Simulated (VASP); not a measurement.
**TaSi2: single point with PBE**

Crystal: TaSi2.

```
Ta Si
1.0
     4.78390    0.00000    0.00000
    -2.39195    4.14298    0.00000
     0.00000    0.00000    6.37290
Ta Si
3 6
Direct
  0.50000 0.00000 0.00000
  0.50000 0.50000 0.66667
  0.00000 0.50000 0.33333
  0.15813 0.31627 0.00000
  0.84187 0.15813 0.66667
  0.68373 0.84187 0.33333
  0.84187 0.68373 0.00000
  0.15813 0.84187 0.66667
  0.31627 0.15813 0.33333
```

This cell differs from its parent crystal: z stretched by -3 %, then relaxed in part.

```yaml
Program: VASP 6.6.1
Task: single point
Functional: PBE
Potentials_or_basis: VASP PAW PBE potentials, release 64 (Ta_pv, Si)
Cutoff: 520 eV
k_mesh: 11 × 11 × 7
Occupations: fermi-dirac, width 0.05 eV
Spin: no spin polarisation
```

```
Pressure               : 10.1 GPa
Largest force          : 0.005 eV/Å
Band gap on the k mesh : zero (an odd number of electrons rules out a gap without spin polarisation)
```

Forces in eV/Å, atoms in the order of the input:
```
Ta   0.000  0.000  0.000
Ta   0.000  0.000  0.000
Ta   0.000  0.000  0.000
Si   0.000 -0.005  0.000
Si   0.005 -0.003  0.000
Si   0.005  0.003  0.000
Si   0.000  0.005  0.000
Si  -0.005  0.003  0.000
Si  -0.005 -0.003  0.000
```

Stress tensor (GPa, compression positive):
```
 5.47  0.00  0.00
 0.00  5.47  0.00
 0.00  0.00 19.36
```

Levels at points of the mesh, in eV from the Fermi level:
| k point | band 25 | band 26 | band 27 | band 28 | band 29 | band 30 | band 31 | band 32 | band 33 | band 34 |
| --- | --- | --- | --- | --- | --- | --- | --- | --- | --- | --- |
| (0.00, 0.00, 0.00) | -2.28 | -2.28 | -2.27 | -2.27 | -1.54 | 0.88 | 2.94 | 2.94 | 3.50 | 3.68 |

It took 3 min on 1 thread of AMD EPYC 9R45 96-Core Processor (Zen 5), with other jobs on the host, peak memory 0.36 GiB.

Caveat: the cell differs from its parent crystal (z stretched by -3 %, then relaxed in part); the cell stands under pressure; spin-orbit coupling is left out, which moves the levels of the heavy elements.
